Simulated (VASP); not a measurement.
# In2BAs3 (I4/mmm) in VASP: a series of runs, part 2 of 2

VASP 6.6.1. Earlier steps stand in the parts before.

## 4. Single point, PBE

This run uses another cell than the first one, of 23.65 Å³/atom, 1.035 times its volume.

The input, INCAR:

```
  PREC = Accurate
  ENCUT = 600
  EDIFF = 1E-6
  ISMEAR = 0
  SIGMA = 0.1
  LREAL = False
  LASPH = True
  NELM = 120
  ALGO = Normal
  ISIF = 2
  LWAVE = False
  LCHARG = True
  GGA = PE
  LELF = True
  LVHAR = True
  NBANDS = 46
  GGA_COMPAT = False
```

The input, KPOINTS:

```
Automatic mesh
0
Gamma
  4 4 4
```

The input, POSCAR:

```
In2BAs3
1.0
   -2.7242265995      2.7242265995      4.7798114738
    2.7242265995     -2.7242265995      4.7798114738
    2.7242265995      2.7242265995     -4.7798114738
In B As
2 1 3
Direct
    0.5000000000      0.0000000000      0.5000000000
    0.0000000000      0.5000000000      0.5000000000
    0.5000000000      0.5000000000      0.0000000000
    0.7029285982      0.7029285982      0.0000000000
    0.2970714018      0.2970714018      0.0000000000
    0.0000000000      0.0000000000      0.0000000000
```

Potentials or basis: VASP PAW PBE potentials, release 64 (In_d, B, As_d).

On the command line:

```bash
$ cat potpaw_PBE.64/In_d/POTCAR potpaw_PBE.64/B/POTCAR potpaw_PBE.64/As_d/POTCAR > POTCAR
$ mpirun -np 1 vasp_std > vasp.out
```

OUTCAR:

```text
PREC = Accurate
   ENCUT = 600
   EDIFF = 1E-6
   ISMEAR = 0
   LREAL = False
   LASPH = True
   NELM = 120
   ISIF = 2
   GGA = PE

 ion  position               nearest neighbor table
   1  0.500  0.000  0.500-   3 2.72   6 2.72   3 2.72   6 2.72   4 3.34   5 3.34   5 3.34   4 3.34
                             2 3.85   2 3.85   2 3.85   2 3.85
   2  0.000  0.500  0.500-   3 2.72   6 2.72   6 2.72   3 2.72   4 3.34   5 3.34   4 3.34   5 3.34
                             1 3.85   1 3.85   1 3.85   1 3.85
   3  0.500  0.500  0.000-   4 1.94   5 1.94   1 2.72   2 2.72   1 2.72   2 2.72
   4  0.703  0.703  0.000-   3 1.94   6 2.84   1 3.34   2 3.34   1 3.34   2 3.34
   5  0.297  0.297  0.000-   3 1.94   6 2.84   2 3.34   1 3.34   1 3.34   2 3.34
   6  0.000  0.000  0.000-   1 2.72   2 2.72   2 2.72   1 2.72   4 2.84   5 2.84

  LATTYP: Found a body centered tetragonal cell.
 ALAT       =     5.4484531990
 C/A-ratio  =     1.7545572291

  Lattice vectors:

 A1 = (  -2.7242265995,   2.7242265995,   4.7798114738)
 A2 = (   2.7242265995,  -2.7242265995,   4.7798114738)
 A3 = (   2.7242265995,   2.7242265995,  -4.7798114738)

Analysis of symmetry for initial positions (statically):
=====================================================================
 Subroutine PRICEL returns:
 Original cell was already a primitive cell.

 Routine SETGRP: Setting up the symmetry group for a
 body centered tetragonal supercell.

 Subroutine GETGRP returns: Found 16 space group operations
 (whereof 16 operations were pure point group operations)
 out of a pool of 16 trial point group operations.

The static configuration has the point symmetry D_4h.

Analysis of symmetry for dynamics (positions and initial velocities):
=====================================================================
 Subroutine PRICEL returns:
 Original cell was already a primitive cell.

 Routine SETGRP: Setting up the symmetry group for a
 body centered tetragonal supercell.

 Subroutine GETGRP returns: Found 16 space group operations
 (whereof 16 operations were pure point group operations)
 out of a pool of 16 trial point group operations.

The dynamic configuration has the point symmetry D_4h.

 Subroutine INISYM returns: Found 16 space group operations
 (whereof 16 operations are pure point group operations),
 and found     1 'primitive' translations

----------------------------------------------------------------------------------------

                                     Primitive cell

  volume of cell :     141.8918

  direct lattice vectors                    reciprocal lattice vectors
    -2.724226600  2.724226600  4.779811474     0.000000000  0.183538330  0.104606636
     2.724226600 -2.724226600  4.779811474     0.183538330  0.000000000  0.104606636
     2.724226600  2.724226600 -4.779811474     0.183538330  0.183538330  0.000000000

  length of vectors
     6.139170861  6.139170861  6.139170861     0.211255454  0.211255454  0.259562395

  position of ions in fractional coordinates (direct lattice)
     0.500000000  0.000000000  0.500000000
     0.000000000  0.500000000  0.500000000
     0.500000000  0.500000000  0.000000000
     0.702928598  0.702928598  0.000000000
     0.297071402  0.297071402  0.000000000
     0.000000000  0.000000000  0.000000000

  ion indices of the primitive-cell ions
[... 43 lines left out ...]
  0.250000  0.250000  0.250000      2.000000
 -0.250000  0.250000  0.250000      4.000000
  0.500000  0.500000  0.250000      4.000000
 -0.250000  0.500000  0.250000      8.000000
 -0.250000 -0.250000  0.250000      2.000000
  0.500000  0.500000  0.500000      1.000000
   k-points           NKPTS =     13   k-points in BZ     NKDIM =     13   number of bands    NBANDS=     46
   number of dos      NEDOS =    301   number of ions     NIONS =      6
   total plane-waves  NPLWV = 125000
   dimension x,y,z NGX =    50 NGY =   50 NGZ =   50
   dimension x,y,z NGXF=   100 NGYF=  100 NGZF=  100
   ions per type =               2   1   3
   NGX,Y,Z   is equivalent  to a cutoff of  13.54, 13.54, 13.54 a.u.
   NGXF,Y,Z  is equivalent  to a cutoff of  27.08, 27.08, 27.08 a.u.
 SYSTEM =  unknown system
   PREC   = accura    normal or accurate (medium, high low for compatibility)
   ISTART =      0    job   : 0-new  1-cont  2-samecut
   ICHARG =      2    charge: 1-file 2-atom 10-const
   ISPIN  =      1    spin polarized calculation?
   LNONCOLLINEAR =      F non collinear calculations
   LSORBIT =      F    spin-orbit coupling
   LASPH  =      T    aspherical Exc in radial PAW
   ENCUT  =  600.0 eV  44.10 Ry    6.64 a.u.  12.26 12.26 12.26*2*pi/ulx,y,z
   NELM   =    120;   NELMIN=  2; NELMDL= -5     # of ELM steps
   EDIFF  = 0.1E-05   stopping-criterion for ELM
   LREAL  =      F    real-space projection
   EDIFFG = 0.1E-04   stopping-criterion for IOM
   NSW    =      0    number of steps for IOM
   IBRION =     -1    ionic relax: 0-MD 1-quasi-New 2-CG
   NFREE  =      0    steps in history (QN), initial steepest desc. (CG)
   ISIF   =      2    stress and relaxation
   ISYM   =      2    0-nonsym 1-usesym 2-fastsym
   POTIM  = 0.5000    time-step for ionic-motion
   TEBEG  =    0.0;   TEEND  =   0.0 temperature during run
   PSTRESS=    0.0 pullay stress
   NELECT =      74.0000    total number of electrons
   NUPDOWN=      -1.0000    fix difference up-down
   EMIN   =  10.00;   EMAX   =-10.00  energy-range for DOS
   EFERMI =   0.00;   METHOD = LEGACY
   ISMEAR =     0;   SIGMA  =   0.10  broadening in eV -4-tet -1-fermi 0-gaus
   EFERMI_NEDOS =   21; number of points for ismear=-14 and -15
   IALGO  =     38    algorithm
   IMIX   =      4    mixing-type and parameters
     AMIX     =   0.40;   BMIX     =  1.00
     AMIX_MAG =   1.60;   BMIX_MAG =  1.00
  volume/ion in A,a.u.               =      23.65       159.59
  Fermi-wavevector in a.u.,A,eV,Ry     =   1.317750  2.490186 23.626039  1.736465
  Thomas-Fermi vector in A             =   2.447769
   LORBIT       =      0    0 simple, 1 ext, 2 COOP (PROOUT), +10 PAW based schemes
   GGA     = PE    functional components
   LHFCALC =     F    Hartree Fock is set to
   AEXX    =    0.0000 exact exchange contribution
   IVDW    =     0    specifies the selected vdW correction
   LEPSILON=     F    determine dielectric tensor
   LRPA    =     F    only Hartree local field effects (RPA)
 non-spin polarized calculation
 Gauss-broadening in eV      SIGMA  =   0.10
  energy-cutoff  :      600.00
  volume of cell :      141.89
 maximum number of plane-waves:      4758
 NGX is ok and might be reduce to    50
   NGX = 25   NGY = 25   NGZ = 25

 number of electron      73.9999993 magnetization

 Free energy of the ion-electron system (eV)
  ---------------------------------------------------
  ext. energy  EPLUGINS =         0.00000000
  ---------------------------------------------------
  free energy    TOTEN  =       -22.97476441 eV

  energy without entropy =      -22.96097885  energy(sigma->0) =      -22.96787163

 E-fermi :   4.0321     XC(G=0):  -9.8453

 val. band max:        3.9545333165   @ k =  -0.2500   0.5000   0.2500
 cond. band min:       4.0557604739   @ k =   0.5000   0.5000   0.2500
 fundamental gap:      0.1012271573
 Fermi energy:         4.0321390406

 k-point     1 :       0.0000    0.0000    0.0000
  band No.  band energies     occupation
      1     -32.0048      2.00000
      2     -31.9750      2.00000
      3     -31.9750      2.00000
      4     -31.9168      2.00000
      5     -31.9062      2.00000
      6     -31.4919      2.00000
[... 626 lines left out ...]
     45       9.4978      0.00000
     46       9.6255      0.00000

------------------------ aborting loop because EDIFF is reached ----------------------------------------

  FORCE on cell =-STRESS in cart. coord.  units (eV):
  Direction    XX          YY          ZZ          XY          YZ          ZX
  --------------------------------------------------------------------------------------
  -------------------------------------------------------------------------------------
  Total        0.0106410      0.0106410      0.1611123      0.0000000      0.0000000      0.0000000
  in kB        0.1201531      0.1201531      1.8192073      0.0000000      0.0000000      0.0000000
  external PRESSURE =       0.6865045 kB  Pullay stress =       0.0000000 kB

 VOLUME and BASIS-vectors are now :
 -----------------------------------------------------------------------------
  energy-cutoff  :      600.00
  volume of cell :      141.89
      direct lattice vectors                 reciprocal lattice vectors
    -2.724226600  2.724226600  4.779811474     0.000000000  0.183538330  0.104606636
     2.724226600 -2.724226600  4.779811474     0.183538330  0.000000000  0.104606636
     2.724226600  2.724226600 -4.779811474     0.183538330  0.183538330  0.000000000

 POSITION                                       TOTAL-FORCE (eV/Angst)
 -----------------------------------------------------------------------------------
      0.00000      2.72423      0.00000         0.000000      0.000000     -0.000000
      2.72423      0.00000      0.00000         0.000000      0.000000     -0.000000
      0.00000      0.00000      4.77981         0.000000      0.000000     -0.000000
      0.00000      0.00000      6.71973        -0.000000     -0.000000     -0.031881
      0.00000      0.00000      2.83989         0.000000      0.000000      0.031881
      0.00000      0.00000      0.00000         0.000000      0.000000     -0.000000
 -----------------------------------------------------------------------------------
    total drift:                               -0.000000      0.000000     -0.000000

  FREE ENERGIE OF THE ION-ELECTRON SYSTEM (eV)
  ---------------------------------------------------
  free  energy   TOTEN  =       -22.9747644082 eV

  energy  without entropy=      -22.9609788545  energy(sigma->0) =      -22.96787163
```

It took 99 s on 1 thread of Intel Xeon 6975P-C (Granite Rapids), shared host; peak memory 0.39 GiB.

What came out:

| Quantity | Value |
| --- | --- |
| Free energy | -22.9748 eV |
| Pressure | 0.1 GPa |
| Largest force | 0.032 eV/Å |
| Band gap on the k mesh | zero (band 37 reaches 5.05 eV, above the bottom of band 38 at 2.22 eV) |

Forces in eV/Å, atoms in the order of the input:
```
In   0.000  0.000  0.000
In   0.000  0.000  0.000
B    0.000  0.000  0.000
As   0.000  0.000 -0.032
As   0.000  0.000  0.032
As   0.000  0.000  0.000
```

Caveat: the k points lie up to 0.41 Å⁻¹ apart; spin-orbit coupling is left out, which moves the levels of the heavy elements.

## 5. The runs side by side

| task | potentials or basis | cell | k mesh | cutoff (eV) | second run | gap on the mesh (eV) | pressure (GPa) | largest force (eV/Å) |
| --- | --- | --- | --- | --- | --- | --- | --- | --- |
| relaxation of cell and atoms | VASP PAW PBE potentials, release 64 (In_d, B, As) | relaxed from a = 5.823 Å, angles 121.2, 121.2, 88.0°, 6 atoms | 4 × 4 × 4 | 600 | - | none | 0.0 | 0.03 |
| single point | VASP PAW PBE potentials, release 64 (In_d, B, As) | a = 6.268 Å, angles 128.8, 128.8, 75.3°, 6 atoms | 10 × 10 × 10 | 520 | - | none | 0.1 | 0.07 |
| single point | VASP PAW PBE potentials, release 64 (In_d, B, As_d) | a = 6.139 Å, angles 127.3, 127.3, 77.7°, 6 atoms | 4 × 4 × 4 | 600 | valence_matched | none | 0.1 | 0.03 |

Alike in all rows: level PBE; no spin polarisation; smearing gaussian 0.1 eV.

Caveats: some runs use coarse meshes; spin-orbit coupling is left out, which moves the levels of the heavy elements.

Absolute energies hang on the potentials; compare differences alone.
